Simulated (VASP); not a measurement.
# Cs2Be (Fm-3m) in VASP: further runs

Runs on Cs2Be. Level: PBE. Tasks: single point, relaxation of cell and atoms.

Everything below comes from runs of VASP 6.6.1. Logs are shortened: lines on timing, memory, paths and dates and some standing lists are left out, and cuts for length are marked.

### Step 1. The cell of the first run

Symmetry: Fm-3m, No. 225, cubic system. The conventional cell has a = 8.905 Å, b = 8.905 Å, c = 8.905 Å, α = 90.00°, β = 90.00°, γ = 90.00°. Cs (site symmetry -43m) has 4 Be at 3.86 Å and 6 Cs at 4.45 Å within 5.1 Å. Be (site symmetry m-3m) has 8 Cs at 3.86 Å within 5.1 Å.

### Step 2. Single point, PBE

INCAR reads:

```
PREC     = Accurate       # precision mode
ENCUT    = 520            # plane-wave cutoff, eV
EDIFF    = 1E-7           # SCF threshold, eV
ISMEAR   = 0              # smearing method
SIGMA    = 0.1            # smearing width, eV
LREAL    = False          # projectors in reciprocal space
LASPH    = True           # aspherical terms in the spheres
NELM     = 100            # most SCF steps
ALGO     = Normal         # electronic algorithm
ISIF     = 2              # what is computed and relaxed
LWAVE    = False          # write WAVECAR
LCHARG   = False          # write CHGCAR
GGA      = PE             # functional
NBANDS   = 17             # bands
```

KPOINTS reads:

```
regular mesh
0
Gamma
  4 4 4
```

POSCAR reads:

```
Cs2Be
1.0
    0.0000000000      4.4525576711      4.4525576711
    4.4525576711      0.0000000000      4.4525576711
    4.4525576711      4.4525576711      0.0000000000
Cs Be
2 1
Direct
    0.2500000000      0.2500000000      0.2500000000
    0.7500000000      0.7500000000      0.7500000000
    0.0000000000      0.0000000000      0.0000000000
```

Potentials or basis: VASP PAW PBE potentials, release 64 (Cs_sv, Be).

The run is started by

```sh
$ cat potpaw_PBE.64/Cs_sv/POTCAR potpaw_PBE.64/Be/POTCAR > POTCAR
$ mpirun -np 1 vasp_std > vasp.out
```

OUTCAR:

```text
PREC = Accurate
   ENCUT = 520
   EDIFF = 1E-7
   ISMEAR = 0
   LREAL = False
   LASPH = True
   NELM = 100
   ISIF = 2
   GGA = PE

 ion  position               nearest neighbor table
   1  0.250  0.250  0.250-
   2  0.750  0.750  0.750-
   3  0.000  0.000  0.000-

  LATTYP: Found a face centered cubic cell.
 ALAT       =     8.9051153422

  Lattice vectors:

 A1 = (   0.0000000000,   4.4525576711,   4.4525576711)
 A2 = (   4.4525576711,   0.0000000000,   4.4525576711)
 A3 = (   4.4525576711,   4.4525576711,   0.0000000000)

Analysis of symmetry for initial positions (statically):
=====================================================================
 Subroutine PRICEL returns:
 Original cell was already a primitive cell.

 Routine SETGRP: Setting up the symmetry group for a
 face centered cubic supercell.

 Subroutine GETGRP returns: Found 48 space group operations
 (whereof 48 operations were pure point group operations)
 out of a pool of 48 trial point group operations.

The static configuration has the point symmetry O_h .

Analysis of symmetry for dynamics (positions and initial velocities):
=====================================================================
 Subroutine PRICEL returns:
 Original cell was already a primitive cell.

 Routine SETGRP: Setting up the symmetry group for a
 face centered cubic supercell.

 Subroutine GETGRP returns: Found 48 space group operations
 (whereof 48 operations were pure point group operations)
 out of a pool of 48 trial point group operations.

The dynamic configuration has the point symmetry O_h .

 Subroutine INISYM returns: Found 48 space group operations
 (whereof 48 operations are pure point group operations),
 and found     1 'primitive' translations

----------------------------------------------------------------------------------------

                                     Primitive cell

  volume of cell :     176.5463

  direct lattice vectors                    reciprocal lattice vectors
     0.000000000  4.452557671  4.452557671    -0.112295008  0.112295008  0.112295008
     4.452557671  0.000000000  4.452557671     0.112295008 -0.112295008  0.112295008
     4.452557671  4.452557671  0.000000000     0.112295008  0.112295008 -0.112295008

  length of vectors
     6.296867446  6.296867446  6.296867446     0.194500660  0.194500660  0.194500660

  position of ions in fractional coordinates (direct lattice)
     0.250000000  0.250000000  0.250000000
     0.750000000  0.750000000  0.750000000
     0.000000000  0.000000000  0.000000000

  ion indices of the primitive-cell ions
   primitive index   ion index
                 1           1
                 2           2
                 3           3

----------------------------------------------------------------------------------------

 KPOINTS: regular mesh

Automatic generation of k-mesh.
 Grid dimensions read from file:
 generate k-points for:    4    4    4

 Generating k-lattice:

  Cartesian coordinates                     Fractional coordinates (reciprocal lattice)
    -0.028073752  0.028073752  0.028073752     0.250000000  0.000000000  0.000000000
     0.028073752 -0.028073752  0.028073752     0.000000000  0.250000000  0.000000000
     0.028073752  0.028073752 -0.028073752     0.000000000  0.000000000  0.250000000

  Length of vectors
     0.048625165  0.048625165  0.048625165

  Shift w.r.t. Gamma in fractional coordinates (k-lattice)
     0.000000000  0.000000000  0.000000000

 Subroutine IBZKPT returns following result:
 ===========================================

 Found      8 irreducible k-points:

 Following reciprocal coordinates:
            Coordinates               Weight
  0.000000  0.000000  0.000000      1.000000
  0.250000  0.000000  0.000000      8.000000
  0.500000  0.000000  0.000000      4.000000
  0.250000  0.250000  0.000000      6.000000
  0.500000  0.250000  0.000000     24.000000
 -0.250000  0.250000  0.000000     12.000000
  0.500000  0.500000  0.000000      3.000000
 -0.250000  0.500000  0.250000      6.000000
   k-points           NKPTS =      8   k-points in BZ     NKDIM =      8   number of bands    NBANDS=     17
   number of dos      NEDOS =    301   number of ions     NIONS =      3
   total plane-waves  NPLWV = 110592
   dimension x,y,z NGX =    48 NGY =   48 NGZ =   48
   dimension x,y,z NGXF=    96 NGYF=   96 NGZF=   96
   ions per type =               2   1
   NGX,Y,Z   is equivalent  to a cutoff of  12.67, 12.67, 12.67 a.u.
   NGXF,Y,Z  is equivalent  to a cutoff of  25.35, 25.35, 25.35 a.u.
 SYSTEM =  unknown system
   PREC   = accura    normal or accurate (medium, high low for compatibility)
   ISTART =      0    job   : 0-new  1-cont  2-samecut
   ICHARG =      2    charge: 1-file 2-atom 10-const
   ISPIN  =      1    spin polarized calculation?
   LNONCOLLINEAR =      F non collinear calculations
   LSORBIT =      F    spin-orbit coupling
   LASPH  =      T    aspherical Exc in radial PAW
   ENCUT  =  520.0 eV  38.22 Ry    6.18 a.u.  11.71 11.71 11.71*2*pi/ulx,y,z
   NELM   =    100;   NELMIN=  2; NELMDL= -5     # of ELM steps
   EDIFF  = 0.1E-06   stopping-criterion for ELM
   LREAL  =      F    real-space projection
   EDIFFG = 0.1E-05   stopping-criterion for IOM
   NSW    =      0    number of steps for IOM
   IBRION =     -1    ionic relax: 0-MD 1-quasi-New 2-CG
   NFREE  =      0    steps in history (QN), initial steepest desc. (CG)
   ISIF   =      2    stress and relaxation
   ISYM   =      2    0-nonsym 1-usesym 2-fastsym
   POTIM  = 0.5000    time-step for ionic-motion
   TEBEG  =    0.0;   TEEND  =   0.0 temperature during run
   PSTRESS=    0.0 pullay stress
   NELECT =      20.0000    total number of electrons
   NUPDOWN=      -1.0000    fix difference up-down
   EMIN   =  10.00;   EMAX   =-10.00  energy-range for DOS
   EFERMI =   0.00;   METHOD = LEGACY
   ISMEAR =     0;   SIGMA  =   0.10  broadening in eV -4-tet -1-fermi 0-gaus
   EFERMI_NEDOS =   21; number of points for ismear=-14 and -15
   IALGO  =     38    algorithm
   IMIX   =      4    mixing-type and parameters
     AMIX     =   0.40;   BMIX     =  1.00
     AMIX_MAG =   1.60;   BMIX_MAG =  1.00
  volume/ion in A,a.u.               =      58.85       397.13
  Fermi-wavevector in a.u.,A,eV,Ry     =   0.792134  1.496916  8.537331  0.627476
  Thomas-Fermi vector in A             =   1.897812
   LORBIT       =      0    0 simple, 1 ext, 2 COOP (PROOUT), +10 PAW based schemes
   GGA     = PE    functional components
   LHFCALC =     F    Hartree Fock is set to
   AEXX    =    0.0000 exact exchange contribution
   IVDW    =     0    specifies the selected vdW correction
   LEPSILON=     F    determine dielectric tensor
   LRPA    =     F    only Hartree local field effects (RPA)
 non-spin polarized calculation
 Gauss-broadening in eV      SIGMA  =   0.10
  energy-cutoff  :      520.00
  volume of cell :      176.55
 maximum number of plane-waves:      4800
 NGX is ok and might be reduce to    48
   NGX = 23   NGY = 23   NGZ = 23

 number of electron      19.9999997 magnetization

 Free energy of the ion-electron system (eV)
  ---------------------------------------------------
  ext. energy  EPLUGINS =         0.00000000
  ---------------------------------------------------
  free energy    TOTEN  =        -3.01046531 eV

  energy without entropy =       -2.99717709  energy(sigma->0) =       -3.00382120

 E-fermi :   1.1415     XC(G=0):  -6.5949

 val. band max:        0.8870137762   @ k =  -0.2500   0.2500   0.0000
 cond. band min:       1.1436034523   @ k =   0.0000   0.0000   0.0000
 fundamental gap:      0.2565896761
 Fermi energy:         1.1414589066

 k-point     1 :       0.0000    0.0000    0.0000
  band No.  band energies     occupation
      1     -22.0847      2.00000
      2     -21.9975      2.00000
      3      -9.0446      2.00000
      4      -9.0446      2.00000
      5      -9.0446      2.00000
      6      -8.7114      2.00000
[... 9 lines left out ...]
     16       5.4971      0.00000
     17       5.4971      0.00000

 k-point     2 :       0.2500    0.0000    0.0000
  band No.  band energies     occupation
      1     -22.0716      2.00000
      2     -22.0100      2.00000
      3      -9.0177      2.00000
      4      -9.0025      2.00000
      5      -9.0025      2.00000
      6      -8.7884      2.00000
[... 9 lines left out ...]
     16       4.4593      0.00000
     17       5.1812      0.00000

 k-point     3 :       0.5000    0.0000    0.0000
  band No.  band energies     occupation
      1     -22.0405      2.00000
      2     -22.0405      2.00000
      3      -8.9369      2.00000
      4      -8.9176      2.00000
      5      -8.8956      2.00000
      6      -8.8956      2.00000
[... 9 lines left out ...]
     16       3.8951      0.00000
     17       4.8424      0.00000

 k-point     4 :       0.2500    0.2500    0.0000
  band No.  band energies     occupation
      1     -22.0697      2.00000
      2     -22.0116      2.00000
      3      -9.0827      2.00000
      4      -9.0827      2.00000
      5      -8.9721      2.00000
      6      -8.8393      2.00000
[... 9 lines left out ...]
     16       4.4036      0.00000
     17       4.8285      0.00000

 k-point     5 :       0.5000    0.2500    0.0000
  band No.  band energies     occupation
      1     -22.0506      2.00000
      2     -22.0301      2.00000
      3      -9.1189      2.00000
      4      -9.0647      2.00000
      5      -9.0533      2.00000
      6      -8.7408      2.00000
[... 9 lines left out ...]
     16       4.3473      0.00000
     17       4.3756      0.00000

 k-point     6 :      -0.2500    0.2500    0.0000
  band No.  band energies     occupation
      1     -22.0550      2.00000
      2     -22.0260      2.00000
      3      -9.1248      2.00000
      4      -8.9496      2.00000
      5      -8.9230      2.00000
      6      -8.8802      2.00000
[... 9 lines left out ...]
     16       4.5834      0.00000
     17       4.6787      0.00000

 k-point     7 :       0.5000    0.5000    0.0000
  band No.  band energies     occupation
      1     -22.0547      2.00000
      2     -22.0256      2.00000
      3      -9.2089      2.00000
      4      -9.1199      2.00000
      5      -9.1199      2.00000
      6      -8.6622      2.00000
[... 9 lines left out ...]
     16       4.8687      0.00000
     17       4.8688      0.00000

 k-point     8 :      -0.2500    0.5000    0.2500
  band No.  band energies     occupation
      1     -22.0402      2.00000
      2     -22.0402      2.00000
      3      -9.1734      2.00000
      4      -9.1566      2.00000
      5      -8.9004      2.00000
      6      -8.9004      2.00000
[... 9 lines left out ...]
     16       4.3720      0.00000
     17       4.6520      0.00000

------------------------ aborting loop because EDIFF is reached ----------------------------------------

  FORCE on cell =-STRESS in cart. coord.  units (eV):
  Direction    XX          YY          ZZ          XY          YZ          ZX
  --------------------------------------------------------------------------------------
  -------------------------------------------------------------------------------------
  Total        0.3221859      0.3221859      0.3221859      0.0000000      0.0000000     -0.0000000
  in kB        2.9238727      2.9238727      2.9238727      0.0000000      0.0000000     -0.0000000
  external PRESSURE =       2.9238727 kB  Pullay stress =       0.0000000 kB

 VOLUME and BASIS-vectors are now :
 -----------------------------------------------------------------------------
  energy-cutoff  :      520.00
  volume of cell :      176.55
      direct lattice vectors                 reciprocal lattice vectors
     0.000000000  4.452557671  4.452557671    -0.112295008  0.112295008  0.112295008
     4.452557671  0.000000000  4.452557671     0.112295008 -0.112295008  0.112295008
     4.452557671  4.452557671  0.000000000     0.112295008  0.112295008 -0.112295008

 POSITION                                       TOTAL-FORCE (eV/Angst)
 -----------------------------------------------------------------------------------
      2.22628      2.22628      2.22628         0.000000     -0.000000     -0.000000
      6.67884      6.67884      6.67884         0.000000      0.000000      0.000000
      0.00000      0.00000      0.00000        -0.000000     -0.000000     -0.000000
 -----------------------------------------------------------------------------------
    total drift:                               -0.000000     -0.000000     -0.000000

  FREE ENERGIE OF THE ION-ELECTRON SYSTEM (eV)
  ---------------------------------------------------
  free  energy   TOTEN  =        -3.0104653101 eV

  energy  without entropy=       -2.9971770910  energy(sigma->0) =       -3.00382120
```

It took 49 s on 1 thread of Intel Xeon 8259CL, shared host; peak memory 0.28 GiB.

Results:

| Property | Result |
| --- | --- |
| Free energy | -3.0105 eV |
| Pressure | 0.3 GPa |
| Band gap on the k mesh | zero (filled and empty bands overlap) |

Levels at points of the mesh, in eV from the Fermi level:
| k point | band 6 | band 7 | band 8 | band 9 | band 10 | band 11 | band 12 | band 13 | band 14 | band 15 |
| --- | --- | --- | --- | --- | --- | --- | --- | --- | --- | --- |
| (0.00, 0.00, 0.00) | -9.85 | -9.85 | -9.85 | -3.30 | 0.00 | 0.00 | 0.00 | 1.32 | 1.73 | 1.73 |
| (0.50, 0.00, 0.00) | -10.04 | -10.03 | -10.03 | -2.71 | -0.33 | 0.50 | 0.50 | 2.21 | 2.46 | 2.46 |
| (0.50, 0.50, 0.00) | -9.80 | -9.80 | -9.76 | -2.60 | -0.62 | 0.84 | 0.86 | 0.86 | 1.94 | 2.41 |

Caveat: spin-orbit coupling is left out, which moves the levels of the heavy elements.

### Step 3. Relaxation of cell and atoms, PBE

This run uses another cell than the first one, of 32.14 Å³/atom.

INCAR reads:

```
SYSTEM = Cs2Be
PREC     = Accurate       ! precision mode
ENCUT    = 600            ! plane-wave cutoff, eV
EDIFF    = 1E-6           ! SCF threshold, eV
ISMEAR   = 0              ! smearing method
SIGMA    = 0.1            ! smearing width, eV
LREAL    = .False.        ! projectors in reciprocal space
LASPH    = .True.         ! aspherical terms in the spheres
NELM     = 100            ! most SCF steps
ALGO     = Fast           ! electronic algorithm
ISIF     = 3              ! what is computed and relaxed
LWAVE    = .False.        ! write WAVECAR
LCHARG   = .False.        ! write CHGCAR
GGA      = PE             ! functional
IBRION   = 2              ! ionic algorithm
NSW      = 90             ! ionic steps
EDIFFG   = -0.04          ! ionic threshold
```

KPOINTS reads:

```
Automatic mesh
0
Gamma
  4 4 4
  0 0 0
```

POSCAR reads:

```
Cs2Be
1.0
    0.0000000000      3.6395644722      3.6395644722
    3.6395644722      0.0000000000      3.6395644722
    3.6395644722      3.6395644722      0.0000000000
Cs Be
2 1
Direct
    0.2500000000      0.2500000000      0.2500000000
    0.7500000000      0.7500000000      0.7500000000
    0.0000000000      0.0000000000      0.0000000000
```

Potentials or basis: VASP PAW PBE potentials, release 64 (Cs_sv, Be).

The run is started by

```sh
$ cat potpaw_PBE.64/Cs_sv/POTCAR potpaw_PBE.64/Be/POTCAR > POTCAR
$ mpirun -np 1 vasp_std > vasp.out
```

Wall time 2.7 min (1 thread of Intel Xeon 8259CL, shared host); peak memory 0.23 GiB.

It converged, with:

```
Free energy                           : -3.0136 eV
Relaxed volume                        : 62.23 Å³/atom
Relaxed cell                          : a = 6.415 Å, b = 6.415 Å, c = 6.415 Å, α = 60.00°, β = 60.00°, γ = 60.00°
Space group after relaxing (to 0.1 Å) : Fm-3m (No. 225)
Energy gained by relaxing             : 509.9 meV/atom
Ionic steps                           : 6
Pressure after relaxing               : 0.0 GPa
Band gap on the k mesh                : zero (bands 10 and 11 overlap by 0.07 eV)
```

The path:
```tsv
step	energy change (eV)	largest force (eV/Å)	pressure (GPa)	volume (Å³)
1	0.0000	0.0000	9.26	96.42
2	-1.0146	0.0000	3.46	124.74
3	-1.4352	0.0000	1.10	155.88
4	-1.4174	0.0000	-0.67	232.89
5	-1.5268	0.0000	-0.15	193.76
6	-1.5296	0.0000	0.02	186.68
```

Final structure:
```
Cs Be
1.0
     0.00000    4.53613    4.53613
     4.53613    0.00000    4.53613
     4.53613    4.53613    0.00000
Cs Be
2 1
Direct
  0.25000 0.25000 0.25000
  0.75000 0.75000 0.75000
  0.00000 0.00000 0.00000
```

Levels at points of the mesh, in eV from the Fermi level:
| k point | band 8 | band 9 | band 10 | band 11 | band 12 | band 13 |
| --- | --- | --- | --- | --- | --- | --- |
| (0.00, 0.00, 0.00) | -9.91 | -3.25 | 0.06 | 0.06 | 0.06 | 1.76 |
| (0.50, 0.00, 0.00) | -10.06 | -2.70 | -0.35 | 0.50 | 0.50 | 2.18 |
| (0.50, 0.50, 0.00) | -9.83 | -2.60 | -0.60 | 0.82 | 0.82 | 0.85 |

Caveat: the k points lie up to 0.30 Å⁻¹ apart in the final cell; the volume moved by over 15 % at a fixed basis, so the end points are rough; spin-orbit coupling is left out, which moves the levels of the heavy elements.

### Step 4. Single point, PBE

This run uses another cell than the first one, of 62.33 Å³/atom.

INCAR reads:

```
PREC = Accurate
ENCUT = 520
EDIFF = 1E-6
ISMEAR = 0
SIGMA = 0.1
LREAL = F
LASPH = T
NELM = 80
ALGO = Fast
ISIF = 2
LWAVE = F
LCHARG = T
GGA = PE
LELF = T
LVHAR = T
NBANDS = 17
```

KPOINTS reads:

```
Automatic mesh
0
Gamma
  10 10 10
```

POSCAR reads:

```
Cs2Be
1.0
    0.0000000000      4.5387860436      4.5387860436
    4.5387860436      0.0000000000      4.5387860436
    4.5387860436      4.5387860436      0.0000000000
Cs Be
2 1
Direct
    0.2500000000      0.2500000000      0.2500000000
    0.7500000000      0.7500000000      0.7500000000
    0.0000000000      0.0000000000      0.0000000000
```

The run is started by

```sh
$ cat potpaw_PBE.64/Cs_sv/POTCAR potpaw_PBE.64/Be/POTCAR > POTCAR
$ mpirun -np 1 vasp_std > vasp.out
```

Run time: 4.7 min. Hardware: 1 thread of Intel Xeon 8259CL, shared host; peak memory 0.36 GiB.

Results (log left out):

```yaml
Free_energy: -3.0212 eV
Pressure: 0.0 GPa
Band_gap_on_the_k_mesh: zero (bands 10 and 11 overlap by 0.03 eV)
```

Levels at points of the mesh, in eV from the Fermi level:
```
           k point  band 7  band 8  band 9  band 10  band 11  band 12  band 13  band 14
(0.00, 0.00, 0.00)   -9.91   -9.91   -3.25     0.06     0.06     0.06     1.22     1.76
(0.50, 0.00, 0.00)  -10.06  -10.06   -2.70    -0.35     0.50     0.50     2.18     2.41
(0.50, 0.50, 0.00)   -9.87   -9.83   -2.60    -0.60     0.82     0.82     0.85     1.89
```

Caveat: spin-orbit coupling is left out, which moves the levels of the heavy elements.

(Part 1 of 2 ends here.)

The gap in the log of VASP goes by the Fermi energy; the results here count the filled bands.